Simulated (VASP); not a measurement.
# ZnSe (P4/nmm) in VASP: a series of runs

Runs on ZnSe. Level: PBEsol. Tasks: single point.

Program: VASP 6.6.1. These are calculated values, not measurements. Logs are shortened: lines on timing, memory, paths and dates and some standing lists are left out, and cuts for length are marked.

## Step 1: The cell of the first run

Symmetry: P4/nmm, No. 129, tetragonal system. Conventional cell: a = 3.963 Å, b = 3.963 Å, c = 5.441 Å, α = 90.00°, β = 90.00°, γ = 90.00°. Zn (site symmetry -4m2) has 4 Se at 2.65 Å and 4 Zn at 2.80 Å within 3.5 Å. Within 3.5 Å of Se (site symmetry 4mm) lie 4 Zn at 2.65 Å and 4 Se at 3.40 Å.

## Step 2: Single point, PBEsol

Input file INCAR:

```
SYSTEM = ZnSe
ALGO = Normal
EDIFF = 1E-6
ENCUT = 520
GGA = PS
ISIF = 2
ISMEAR = 0
LASPH = .TRUE.
LCHARG = .TRUE.
LELF = .TRUE.
LREAL = .FALSE.
LVHAR = .TRUE.
LWAVE = .FALSE.
NBANDS = 26
NELM = 100
PREC = Accurate
SIGMA = 0.05
```

Input file KPOINTS:

```
k-points
0
G
  8 8 6
  0 0 0
```

Input file POSCAR:

```
ZnSe
1.0
    3.9625030235      0.0000000000      0.0000000000
    0.0000000000      3.9625030235      0.0000000000
    0.0000000000      0.0000000000      5.4412877586
Zn Se
2 2
Direct
    0.0000000000      0.0000000000      0.0000000000
    0.5000000000      0.5000000000      0.0000000000
    0.0000000000      0.5000000000      0.3224306008
    0.5000000000      0.0000000000      0.6775693992
```

Potentials or basis: VASP PAW PBE potentials, release 64 (Zn, Se).

The run is started by

```
cat potpaw_PBE.64/Zn/POTCAR potpaw_PBE.64/Se/POTCAR > POTCAR
mpirun -np 1 vasp_std > vasp.out
```

OUTCAR:

```text
SYSTEM = ZnSe
   EDIFF = 1E-6
   ENCUT = 520
   GGA = PS
   ISIF = 2
   ISMEAR = 0
   LASPH = .TRUE.
   LREAL = .FALSE.
   NELM = 100
   PREC = Accurate

 ion  position               nearest neighbor table
   1  0.000  0.000  0.000-   3 2.65   4 2.65   3 2.65   4 2.65   2 2.80   2 2.80   2 2.80   2 2.80

   2  0.500  0.500  0.000-   3 2.65   4 2.65   4 2.65   3 2.65   1 2.80   1 2.80   1 2.80   1 2.80

   3  0.000  0.500  0.322-   1 2.65   2 2.65   1 2.65   2 2.65
   4  0.500  0.000  0.678-   1 2.65   2 2.65   2 2.65   1 2.65

  LATTYP: Found a simple tetragonal cell.
 ALAT       =     3.9625030235
 C/A-ratio  =     1.3731946011

  Lattice vectors:

 A1 = (   3.9625030235,   0.0000000000,   0.0000000000)
 A2 = (   0.0000000000,   3.9625030235,   0.0000000000)
 A3 = (   0.0000000000,   0.0000000000,   5.4412877586)

Analysis of symmetry for initial positions (statically):
=====================================================================
 Subroutine PRICEL returns:
 Original cell was already a primitive cell.

 Routine SETGRP: Setting up the symmetry group for a
 simple tetragonal supercell.

 Subroutine GETGRP returns: Found 16 space group operations
 (whereof  8 operations were pure point group operations)
 out of a pool of 16 trial point group operations.

The static configuration has the point symmetry D_2d.
 The point group associated with its full space group is D_4h.

Analysis of symmetry for dynamics (positions and initial velocities):
=====================================================================
 Subroutine PRICEL returns:
 Original cell was already a primitive cell.

 Routine SETGRP: Setting up the symmetry group for a
 simple tetragonal supercell.

 Subroutine GETGRP returns: Found 16 space group operations
 (whereof  8 operations were pure point group operations)
 out of a pool of 16 trial point group operations.

The dynamic configuration has the point symmetry D_2d.
 The point group associated with its full space group is D_4h.

 Subroutine INISYM returns: Found 16 space group operations
 (whereof  8 operations are pure point group operations),
 and found     1 'primitive' translations

----------------------------------------------------------------------------------------

                                     Primitive cell

  volume of cell :      85.4360

  direct lattice vectors                    reciprocal lattice vectors
     3.962503024  0.000000000  0.000000000     0.252365738  0.000000000  0.000000000
     0.000000000  3.962503024  0.000000000     0.000000000  0.252365738  0.000000000
     0.000000000  0.000000000  5.441287759     0.000000000  0.000000000  0.183780025

  length of vectors
     3.962503024  3.962503024  5.441287759     0.252365738  0.252365738  0.183780025

  position of ions in fractional coordinates (direct lattice)
     0.000000000  0.000000000  0.000000000
     0.500000000  0.500000000  0.000000000
     0.000000000  0.500000000  0.322430601
     0.500000000  0.000000000  0.677569399

  ion indices of the primitive-cell ions
   primitive index   ion index
                 1           1
                 2           2
                 3           3
                 4           4

----------------------------------------------------------------------------------------

 KPOINTS: k-points

Automatic generation of k-mesh.
 Grid dimensions read from file:
 generate k-points for:    8    8    6

 Generating k-lattice:

  Cartesian coordinates                     Fractional coordinates (reciprocal lattice)
     0.031545717  0.000000000  0.000000000     0.125000000  0.000000000  0.000000000
     0.000000000  0.031545717  0.000000000     0.000000000  0.125000000  0.000000000
     0.000000000  0.000000000  0.030630004     0.000000000  0.000000000  0.166666667

  Length of vectors
     0.031545717  0.031545717  0.030630004

  Shift w.r.t. Gamma in fractional coordinates (k-lattice)
     0.000000000  0.000000000  0.000000000

 Subroutine IBZKPT returns following result:
 ===========================================

 Found     60 irreducible k-points:

 Following reciprocal coordinates:
            Coordinates               Weight
  0.000000  0.000000  0.000000      1.000000
  0.125000  0.000000  0.000000      4.000000
  0.250000  0.000000  0.000000      4.000000
  0.375000  0.000000  0.000000      4.000000
  0.500000  0.000000  0.000000      2.000000
  0.125000  0.125000  0.000000      4.000000
[... 16 lines left out ...]
  0.375000  0.125000  0.166667     16.000000
  0.500000  0.125000  0.166667      8.000000
 [... further k-points ...]
   k-points           NKPTS =     60   k-points in BZ     NKDIM =     60   number of bands    NBANDS=     26
   number of dos      NEDOS =    301   number of ions     NIONS =      4
   total plane-waves  NPLWV =  36000
   dimension x,y,z NGX =    30 NGY =   30 NGZ =   40
   dimension x,y,z NGXF=    60 NGYF=   60 NGZF=   80
   ions per type =               2   2
   NGX,Y,Z   is equivalent  to a cutoff of  12.59, 12.59, 12.22 a.u.
   NGXF,Y,Z  is equivalent  to a cutoff of  25.17, 25.17, 24.44 a.u.
 SYSTEM =  ZnSe
   PREC   = accura    normal or accurate (medium, high low for compatibility)
   ISTART =      0    job   : 0-new  1-cont  2-samecut
   ICHARG =      2    charge: 1-file 2-atom 10-const
   ISPIN  =      1    spin polarized calculation?
   LNONCOLLINEAR =      F non collinear calculations
   LSORBIT =      F    spin-orbit coupling
   LASPH  =      T    aspherical Exc in radial PAW
   ENCUT  =  520.0 eV  38.22 Ry    6.18 a.u.   7.37  7.37 10.12*2*pi/ulx,y,z
   NELM   =    100;   NELMIN=  2; NELMDL= -5     # of ELM steps
   EDIFF  = 0.1E-05   stopping-criterion for ELM
   LREAL  =      F    real-space projection
   EDIFFG = 0.1E-04   stopping-criterion for IOM
   NSW    =      0    number of steps for IOM
   IBRION =     -1    ionic relax: 0-MD 1-quasi-New 2-CG
   NFREE  =      0    steps in history (QN), initial steepest desc. (CG)
   ISIF   =      2    stress and relaxation
   ISYM   =      2    0-nonsym 1-usesym 2-fastsym
   POTIM  = 0.5000    time-step for ionic-motion
   TEBEG  =    0.0;   TEEND  =   0.0 temperature during run
   PSTRESS=    0.0 pullay stress
   NELECT =      36.0000    total number of electrons
   NUPDOWN=      -1.0000    fix difference up-down
   EMIN   =  10.00;   EMAX   =-10.00  energy-range for DOS
   EFERMI =   0.00;   METHOD = LEGACY
   ISMEAR =     0;   SIGMA  =   0.05  broadening in eV -4-tet -1-fermi 0-gaus
   EFERMI_NEDOS =   21; number of points for ismear=-14 and -15
   IALGO  =     38    algorithm
   IMIX   =      4    mixing-type and parameters
     AMIX     =   0.40;   BMIX     =  1.00
     AMIX_MAG =   1.60;   BMIX_MAG =  1.00
  volume/ion in A,a.u.               =      21.36       144.14
  Fermi-wavevector in a.u.,A,eV,Ry     =   1.227332  2.319321 20.495049  1.506344
  Thomas-Fermi vector in A             =   2.362299
   LORBIT       =      0    0 simple, 1 ext, 2 COOP (PROOUT), +10 PAW based schemes
   GGA     = PS    functional components
   LHFCALC =     F    Hartree Fock is set to
   AEXX    =    0.0000 exact exchange contribution
   IVDW    =     0    specifies the selected vdW correction
   LEPSILON=     F    determine dielectric tensor
   LRPA    =     F    only Hartree local field effects (RPA)
 non-spin polarized calculation
 Gauss-broadening in eV      SIGMA  =   0.05
  energy-cutoff  :      520.00
  volume of cell :       85.44
 maximum number of plane-waves:      2349
 NGX is ok and might be reduce to    30
   NGX = 15   NGY = 15   NGZ = 21

 number of electron      36.0000028 magnetization

 Free energy of the ion-electron system (eV)
  ---------------------------------------------------
  ext. energy  EPLUGINS =         0.00000000
  ---------------------------------------------------
  free energy    TOTEN  =       -12.30937930 eV

  energy without entropy =      -12.30937930  energy(sigma->0) =      -12.30937930

 E-fermi :   2.7878     XC(G=0): -10.0197

 val. band max:        2.5358152024   @ k =   0.0000   0.0000   0.0000
 cond. band min:       3.1460309869   @ k =   0.0000   0.0000   0.0000
 fundamental gap:      0.6102157845
 Fermi energy:         2.7878409721

 k-point     1 :       0.0000    0.0000    0.0000
  band No.  band energies     occupation
      1     -11.2712      2.00000
      2      -9.7305      2.00000
      3      -5.0748      2.00000
      4      -4.9884      2.00000
      5      -4.8382      2.00000
      6      -4.7275      2.00000
[... 18 lines left out ...]
     25      11.5047      0.00000
     26      12.1469      0.00000

 k-point     2 :       0.1250    0.0000    0.0000
  band No.  band energies     occupation
      1     -11.1899      2.00000
      2      -9.7474      2.00000
      3      -5.0116      2.00000
      4      -4.9633      2.00000
      5      -4.8169      2.00000
      6      -4.7240      2.00000
[... 18 lines left out ...]
     25      11.8243      0.00000
     26      11.9633      0.00000

 k-point     3 :       0.2500    0.0000    0.0000
  band No.  band energies     occupation
      1     -10.9610      2.00000
      2      -9.8193      2.00000
      3      -4.8885      2.00000
      4      -4.8575      2.00000
      5      -4.7576      2.00000
      6      -4.6975      2.00000
[... 18 lines left out ...]
     25      10.5498      0.00000
     26      11.6821      0.00000

 k-point     4 :       0.3750    0.0000    0.0000
  band No.  band energies     occupation
      1     -10.6310      2.00000
      2      -9.9910      2.00000
      3      -4.7673      2.00000
      4      -4.7261      2.00000
      5      -4.6761      2.00000
      6      -4.5895      2.00000
[... 18 lines left out ...]
     25      10.7013      0.00000
     26      10.7175      0.00000

 k-point     5 :       0.5000    0.0000    0.0000
  band No.  band energies     occupation
      1     -10.2781      2.00000
      2     -10.2781      2.00000
      3      -4.6452      2.00000
      4      -4.6452      2.00000
      5      -4.6125      2.00000
      6      -4.6125      2.00000
[... 18 lines left out ...]
     25      10.3105      0.00000
     26      10.3105      0.00000

 k-point     6 :       0.1250    0.1250    0.0000
  band No.  band energies     occupation
      1     -11.1106      2.00000
      2      -9.7596      2.00000
      3      -4.9975      2.00000
      4      -4.9034      2.00000
      5      -4.7957      2.00000
      6      -4.7365      2.00000
[... 427 lines left out ...]
 k-point    21 :       0.1250    0.1250    0.1667
  band No.  band energies     occupation
      1     -11.0419      2.00000
      2      -9.8569      2.00000
      3      -4.9955      2.00000
      4      -4.9147      2.00000
      5      -4.8042      2.00000
      6      -4.7307      2.00000
[... 18 lines left out ...]
     25      10.3001      0.00000
     26      10.9821      0.00000

 k-point    22 :       0.2500    0.1250    0.1667
  band No.  band energies     occupation
      1     -10.8294      2.00000
      2      -9.8866      2.00000
      3      -4.9408      2.00000
      4      -4.8239      2.00000
      5      -4.7155      2.00000
      6      -4.6813      2.00000
[... 18 lines left out ...]
     25       9.4850      0.00000
     26      11.4919      0.00000

 k-point    23 :       0.3750    0.1250    0.1667
  band No.  band energies     occupation
      1     -10.5302      2.00000
      2      -9.9984      2.00000
      3      -4.8416      2.00000
      4      -4.7320      2.00000
      5      -4.6425      2.00000
      6      -4.5466      2.00000
[... 18 lines left out ...]
     25      11.1026      0.00000
     26      11.4841      0.00000

 k-point    24 :       0.5000    0.1250    0.1667
  band No.  band energies     occupation
      1     -10.2248      2.00000
      2     -10.2248      2.00000
      3      -4.6970      2.00000
      4      -4.6970      2.00000
      5      -4.6201      2.00000
      6      -4.6201      2.00000
[... 18 lines left out ...]
     25      11.0255      0.00000
     26      11.0255      0.00000

 [... further k-points ...]
[... 5 lines left out ...]
  --------------------------------------------------------------------------------------
  -------------------------------------------------------------------------------------
  Total       -1.4063152     -1.4063152     -6.0138527      0.0000000      0.0000000      0.0000000
  in kB      -26.3725625    -26.3725625   -112.7775002      0.0000000      0.0000000      0.0000000
  external PRESSURE =     -55.1742084 kB  Pullay stress =       0.0000000 kB

 VOLUME and BASIS-vectors are now :
 -----------------------------------------------------------------------------
  energy-cutoff  :      520.00
  volume of cell :       85.44
      direct lattice vectors                 reciprocal lattice vectors
     3.962503024  0.000000000  0.000000000     0.252365738  0.000000000  0.000000000
     0.000000000  3.962503024  0.000000000     0.000000000  0.252365738  0.000000000
     0.000000000  0.000000000  5.441287759     0.000000000  0.000000000  0.183780025

 POSITION                                       TOTAL-FORCE (eV/Angst)
 -----------------------------------------------------------------------------------
      0.00000      0.00000      0.00000        -0.000000      0.000000      0.000000
      1.98125      1.98125      0.00000         0.000000     -0.000000      0.000000
      0.00000      1.98125      1.75444        -0.000000      0.000000     -2.153777
      1.98125      0.00000      3.68685        -0.000000     -0.000000      2.153777
 -----------------------------------------------------------------------------------
    total drift:                                0.000000      0.000000      0.000000

  FREE ENERGIE OF THE ION-ELECTRON SYSTEM (eV)
  ---------------------------------------------------
  free  energy   TOTEN  =       -12.3093793021 eV

  energy  without entropy=      -12.3093793021  energy(sigma->0) =      -12.30937930
```

It took 47 s on 1 thread of Intel Xeon 6975P-C (Granite Rapids), shared host; peak memory 0.25 GiB.

What came out:

```
Free energy            : -12.3094 eV
Pressure               : -5.5 GPa
Largest force          : 2.154 eV/Å
Band gap on the k mesh : 0.61 eV, direct
```

Forces on the atoms (eV/Å):
```
Zn   0.000  0.000  0.000
Zn   0.000  0.000  0.000
Se   0.000  0.000 -2.154
Se   0.000  0.000  2.154
```

Stress tensor (GPa, compression positive):
```
 -2.64   0.00   0.00
  0.00  -2.64   0.00
  0.00   0.00 -11.28
```

Levels at points of the mesh, in eV from the valence-band top:
| k point | band 16 | band 17 | band 18 | band 19 | band 20 | band 21 |
| --- | --- | --- | --- | --- | --- | --- |
| (0.00, 0.00, 0.00) | -1.51 | 0.00 | 0.00 | 0.61 | 1.85 | 3.13 |
| (0.50, 0.00, 0.00) | -3.32 | -1.15 | -1.15 | 3.29 | 3.29 | 3.95 |
| (0.50, 0.50, 0.00) | -2.85 | -2.10 | -2.10 | 1.24 | 1.24 | 1.41 |
| (0.00, 0.00, 0.50) | -1.65 | -1.55 | -1.55 | 2.31 | 3.01 | 3.25 |
| (0.50, 0.00, 0.50) | -1.12 | -1.04 | -1.04 | 1.20 | 1.20 | 5.07 |
| (0.50, 0.50, 0.50) | -4.01 | -3.58 | -3.58 | 3.78 | 3.78 | 3.85 |

Caveat: the PAW data sets were made with another functional, which shifts forces and pressure a little.

(Part 1 of 2 ends here.)
